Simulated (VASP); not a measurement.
# Si in VASP: relaxation of the atoms with PBE

Aim: the relaxation of the atoms of Si with PBE.

All numbers are computed with VASP 6.6.1; they aren't measurements. Logs are shortened: lines on timing, memory, paths and dates and some standing lists are left out, and cuts for length are marked.

### Step 1. The cell of the first run

The cell holds a slab with vacuum, 8 atoms: a = 3.868 Å, b = 3.868 Å, c = 25.263 Å, α = 90.00°, β = 90.00°, γ = 120.00°.

### Step 2. Relaxation of the atoms, PBE

Contents of INCAR:

```
ALGO = Normal
DIPOL = 0.5 0.5 0.500
EDIFF = 1E-6
EDIFFG = -0.02
ENCUT = 520
GGA = PE
IBRION = 2
IDIPOL = 3
ISIF = 2
ISMEAR = 0
LASPH = True
LCHARG = False
LDIPOL = True
LREAL = False
LWAVE = False
NELM = 80
NSW = 80
PREC = Accurate
SIGMA = 0.05
```

Contents of KPOINTS:

```
k-points
0
Gamma
  9 9 1
```

Contents of POSCAR:

```
Si
1.0
    3.8677060711      0.0000000000      0.0000000000
   -1.9338530355      3.3495317119      0.0000000000
    0.0000000000      0.0000000000     25.2633985449
Si
8
Direct
    0.3333333333      0.6666666667      0.2968721721
    0.0000000000      0.0000000000      0.3281226071
    0.0000000000      0.0000000000      0.4218739123
    0.6666666667      0.3333333333      0.4531243474
    0.6666666667      0.3333333333      0.5468756526
    0.3333333333      0.6666666667      0.5781260877
    0.3333333333      0.6666666667      0.6718773929
    0.0000000000      0.0000000000      0.7031278279
```

Potentials or basis: VASP PAW PBE potentials, release 64 (Si).

Command:

```sh
$ cat potpaw_PBE.64/Si/POTCAR > POTCAR
$ mpirun -np 1 vasp_std > vasp.out
```

OUTCAR:

```text
EDIFF = 1E-6
   EDIFFG = -0.02
   ENCUT = 520
   GGA = PE
   IBRION = 2
   ISIF = 2
   ISMEAR = 0
   LASPH = True
   LREAL = False
   NELM = 80
   NSW = 80
   PREC = Accurate

 ion  position               nearest neighbor table
   1  0.333  0.667  0.297-   2 2.37   2 2.37   2 2.37
   2  0.000  0.000  0.328-   1 2.37   1 2.37   1 2.37   3 2.37
   3  0.000  0.000  0.422-   4 2.37   2 2.37   4 2.37   4 2.37
   4  0.667  0.333  0.453-   3 2.37   5 2.37   3 2.37   3 2.37
   5  0.667  0.333  0.547-   6 2.37   4 2.37   6 2.37   6 2.37
   6  0.333  0.667  0.578-   5 2.37   7 2.37   5 2.37   5 2.37
   7  0.333  0.667  0.672-   8 2.37   8 2.37   8 2.37   6 2.37
   8  0.000  0.000  0.703-   7 2.37   7 2.37   7 2.37

  LATTYP: Found a hexagonal cell.
 ALAT       =     3.8677060711
 C/A-ratio  =     6.5318817099

  Lattice vectors:

 A1 = (   3.8677060711,   0.0000000000,   0.0000000000)
 A2 = (  -1.9338530355,   3.3495317119,   0.0000000000)
 A3 = (   0.0000000000,   0.0000000000,  25.2633985449)

Analysis of symmetry for initial positions (statically):
=====================================================================
 Subroutine PRICEL returns:
 Original cell was already a primitive cell.

 Routine SETGRP: Setting up the symmetry group for a
 hexagonal supercell.

 Subroutine GETGRP returns: Found 12 space group operations
 (whereof  6 operations were pure point group operations)
 out of a pool of 24 trial point group operations.

The static configuration has the point symmetry C_3v.
 The point group associated with its full space group is D_3d.

Analysis of symmetry for dynamics (positions and initial velocities):
=====================================================================
 Subroutine PRICEL returns:
 Original cell was already a primitive cell.

 Routine SETGRP: Setting up the symmetry group for a
 hexagonal supercell.

 Subroutine GETGRP returns: Found 12 space group operations
 (whereof  6 operations were pure point group operations)
 out of a pool of 24 trial point group operations.

The dynamic configuration has the point symmetry C_3v.
 The point group associated with its full space group is D_3d.

 Subroutine INISYM returns: Found 12 space group operations
 (whereof  6 operations are pure point group operations),
 and found     1 'primitive' translations

----------------------------------------------------------------------------------------

                                     Primitive cell

  volume of cell :     327.2874

  direct lattice vectors                    reciprocal lattice vectors
     3.867706071  0.000000000  0.000000000     0.258551188  0.149274598  0.000000000
    -1.933853036  3.349531712  0.000000000     0.000000000  0.298549196  0.000000000
     0.000000000  0.000000000 25.263398545     0.000000000  0.000000000  0.039582956

  length of vectors
     3.867706071  3.867706071 25.263398545     0.298549196  0.298549196  0.039582956

  position of ions in fractional coordinates (direct lattice)
     0.333333333  0.666666667  0.296872172
     0.000000000  0.000000000  0.328122607
     0.000000000  0.000000000  0.421873912
     0.666666667  0.333333333  0.453124347
     0.666666667  0.333333333  0.546875653
     0.333333333  0.666666667  0.578126088
     0.333333333  0.666666667  0.671877393
     0.000000000  0.000000000  0.703127828

  ion indices of the primitive-cell ions
   primitive index   ion index
                 1           1
                 2           2
                 3           3
                 4           4
                 5           5
                 6           6
                 7           7
                 8           8

----------------------------------------------------------------------------------------

[... 39 lines left out ...]
   number of dos      NEDOS =    301   number of ions     NIONS =      8
   total plane-waves  NPLWV = 172800
   dimension x,y,z NGX =    30 NGY =   30 NGZ =  192
   dimension x,y,z NGXF=    60 NGYF=   60 NGZF=  384
   ions per type =               8
   NGX,Y,Z   is equivalent  to a cutoff of  12.89, 12.89, 12.63 a.u.
   NGXF,Y,Z  is equivalent  to a cutoff of  25.79, 25.79, 25.27 a.u.
 SYSTEM =  unknown system
   PREC   = accura    normal or accurate (medium, high low for compatibility)
   ISTART =      0    job   : 0-new  1-cont  2-samecut
   ICHARG =      2    charge: 1-file 2-atom 10-const
   ISPIN  =      1    spin polarized calculation?
   LNONCOLLINEAR =      F non collinear calculations
   LSORBIT =      F    spin-orbit coupling
   LASPH  =      T    aspherical Exc in radial PAW
   ENCUT  =  520.0 eV  38.22 Ry    6.18 a.u.   7.19  7.19 46.97*2*pi/ulx,y,z
   NELM   =     80;   NELMIN=  2; NELMDL= -5     # of ELM steps
   EDIFF  = 0.1E-05   stopping-criterion for ELM
   LREAL  =      F    real-space projection
   EDIFFG = -.2E-01   stopping-criterion for IOM
   NSW    =     80    number of steps for IOM
   IBRION =      2    ionic relax: 0-MD 1-quasi-New 2-CG
   NFREE  =      1    steps in history (QN), initial steepest desc. (CG)
   ISIF   =      2    stress and relaxation
   ISYM   =      2    0-nonsym 1-usesym 2-fastsym
   POTIM  = 0.5000    time-step for ionic-motion
   TEBEG  =    0.0;   TEEND  =   0.0 temperature during run
   PSTRESS=    0.0 pullay stress
   NELECT =      32.0000    total number of electrons
   NUPDOWN=      -1.0000    fix difference up-down
   EMIN   =  10.00;   EMAX   =-10.00  energy-range for DOS
   EFERMI =   0.00;   METHOD = LEGACY
   ISMEAR =     0;   SIGMA  =   0.05  broadening in eV -4-tet -1-fermi 0-gaus
   EFERMI_NEDOS =   21; number of points for ismear=-14 and -15
   IALGO  =     38    algorithm
   IMIX   =      4    mixing-type and parameters
     AMIX     =   0.40;   BMIX     =  1.00
     AMIX_MAG =   1.60;   BMIX_MAG =  1.00
  volume/ion in A,a.u.               =      40.91       276.08
  Fermi-wavevector in a.u.,A,eV,Ry     =   0.754192  1.425216  7.739062  0.568805
  Thomas-Fermi vector in A             =   1.851803
   LORBIT       =      0    0 simple, 1 ext, 2 COOP (PROOUT), +10 PAW based schemes
   GGA     = PE    functional components
   LHFCALC =     F    Hartree Fock is set to
   AEXX    =    0.0000 exact exchange contribution
   IVDW    =     0    specifies the selected vdW correction
   LEPSILON=     F    determine dielectric tensor
   LRPA    =     F    only Hartree local field effects (RPA)
 conjugate gradient relaxation of ions
 non-spin polarized calculation
 Gauss-broadening in eV      SIGMA  =   0.05
  energy-cutoff  :      520.00
  volume of cell :      327.29
 maximum number of plane-waves:      8835
 NGX is ok and might be reduce to    30
   NGX = 15   NGY = 15   NGZ = 93

--------------------------------------- Ionic step        1  -------------------------------------------

 number of electron      32.0000001 magnetization

 Free energy of the ion-electron system (eV)
  ---------------------------------------------------
  ext. energy  EPLUGINS =         0.00000000
  ---------------------------------------------------
  free energy    TOTEN  =       -40.77692180 eV

  energy without entropy =      -40.76181200  energy(sigma->0) =      -40.76936690

------------------------ aborting loop because EDIFF is reached ----------------------------------------

  FORCE on cell =-STRESS in cart. coord.  units (eV):
  Direction    XX          YY          ZZ          XY          YZ          ZX
  --------------------------------------------------------------------------------------
  -------------------------------------------------------------------------------------
  Total       -0.7943471     -0.7943471     -0.1844330     -0.0000000      0.0000000     -0.0000000
  in kB       -3.8885847     -3.8885847     -0.9028590     -0.0000000      0.0000000     -0.0000000
  external PRESSURE =      -2.8933428 kB  Pullay stress =       0.0000000 kB
[... 107 lines left out ...]
  FREE ENERGIE OF THE ION-ELECTRON SYSTEM (eV)
  ---------------------------------------------------
  free  energy   TOTEN  =       -40.8430919582 eV

  energy  without entropy=      -40.8284285885  energy(sigma->0) =      -40.83576027

[... ionic steps 4 to 7 ...]

--------------------------------------- Ionic step        8  -------------------------------------------

 number of electron      32.0000002 magnetization

 dipolmoment           0.000000      0.000000      0.000000 electrons x Angstroem

------------------------ aborting loop because EDIFF is reached ----------------------------------------

  FORCE on cell =-STRESS in cart. coord.  units (eV):
  Direction    XX          YY          ZZ          XY          YZ          ZX
  --------------------------------------------------------------------------------------
  -------------------------------------------------------------------------------------
  Total        0.3557518      0.3557518     -0.7692341      0.0000000     -0.0000000      0.0000000
  in kB        1.7415197      1.7415197     -3.7656487      0.0000000     -0.0000000      0.0000000
  external PRESSURE =      -0.0942031 kB  Pullay stress =       0.0000000 kB
[... 71 lines left out ...]
--------------------------------------- Ionic step       10  -------------------------------------------

 number of electron      32.0000002 magnetization

 dipolmoment           0.000000      0.000000     -0.000000 electrons x Angstroem

 Free energy of the ion-electron system (eV)
  ---------------------------------------------------
  ext. energy  EPLUGINS =         0.00000000
  ---------------------------------------------------
  free energy    TOTEN  =       -40.85887992 eV

  energy without entropy =      -40.84184108  energy(sigma->0) =      -40.85036050

 E-fermi :   0.5091     XC(G=0):  -5.2035

 val. band max:        0.4849103882   @ k =   0.1111  -0.0000   0.0000
 cond. band min:       0.5231818710   @ k =   0.4444  -0.0000   0.0000
 fundamental gap:      0.0382714828
 Fermi energy:         0.5090924618

 k-point     1 :       0.0000    0.0000    0.0000
  band No.  band energies     occupation
      1     -11.3355      2.00000
      2     -10.8686      2.00000
      3     -10.1635      2.00000
      4      -9.4616      2.00000
      5      -5.7355      2.00000
      6      -4.1048      2.00000
[... 277 lines left out ...]
     20       3.0586      0.00000
     21       4.1789      0.00000

------------------------ aborting loop because EDIFF is reached ----------------------------------------

 vacuum level on the upper side and lower side of the slab       (xc-potential included)        -0.008        -0.008

  FORCE on cell =-STRESS in cart. coord.  units (eV):
  Direction    XX          YY          ZZ          XY          YZ          ZX
  --------------------------------------------------------------------------------------
  -------------------------------------------------------------------------------------
  Total        0.5947122      0.5947122     -0.1169839      0.0000000      0.0000000      0.0000000
  in kB        2.9113078      2.9113078     -0.5726738      0.0000000      0.0000000      0.0000000
  external PRESSURE =       1.7499806 kB  Pullay stress =       0.0000000 kB
[... 23 lines left out ...]
  FREE ENERGIE OF THE ION-ELECTRON SYSTEM (eV)
  ---------------------------------------------------
  free  energy   TOTEN  =       -40.8588799179 eV

  energy  without entropy=      -40.8418410765  energy(sigma->0) =      -40.85036050

 reached required accuracy - stopping structural energy minimisation

 vacuum level on the upper side and lower side of the slab         5.195         5.195
```

Wall time 9.9 min (1 thread of Intel Xeon Platinum 8375C at 2.90GHz (Ice Lake), shared host); peak memory 0.44 GiB.

What came out:

- Free energy: -40.8589 eV
- Energy gained by relaxing: 10.2 meV/atom
- Ionic steps: 10
- Largest force after relaxing: 0.007 eV/Å
- Band gap on the k mesh: zero (bands 16 and 17 overlap by 0.30 eV)

Forces in eV/Å, atoms in the order of the input:
```
Si   0.000  0.000  0.005
Si   0.000  0.000  0.007
Si   0.000  0.000 -0.006
Si   0.000  0.000  0.005
Si   0.000  0.000 -0.005
Si   0.000  0.000  0.006
Si   0.000  0.000 -0.007
Si   0.000  0.000 -0.005
```

The path:
```csv
step,energy change (eV),largest force (eV/Å),pressure (GPa)
1,0.0000,0.7448,-0.29
2,-0.0605,0.2893,-0.20
3,-0.0662,0.2427,-0.15
4,-0.0739,0.1199,-0.12
5,-0.0766,0.1298,-0.08
6,-0.0786,0.0398,-0.04
7,-0.0787,0.0361,-0.03
8,-0.0793,0.0322,-0.01
9,-0.0806,0.0224,0.05
10,-0.0820,0.0065,0.17
```

Final structure:
```xyz
8
Lattice="3.8677 0.0000 0.0000 -1.9339 3.3495 0.0000 0.0000 0.0000 25.2634" Properties=species:S:1:pos:R:3 pbc="T T T"
Si    0.0000    2.2330    7.6099
Si    3.8677    0.0000    8.2654
Si    3.8677    0.0000   10.6684
Si    1.9339    1.1165   11.4421
Si    1.9339    1.1165   13.8213
Si    0.0000    2.2330   14.5950
Si    0.0000    2.2330   16.9980
Si    3.8677    0.0000   17.6535
```

Levels at points of the mesh, in eV from the Fermi level:
```tsv
k point	band 14	band 15	band 16	band 17	band 18	band 19
(0.00, 0.00, 0.00)	-0.36	-0.36	-0.18	0.79	1.40	1.70
```

The gap in the log of VASP goes by the Fermi energy; the results here count the filled bands.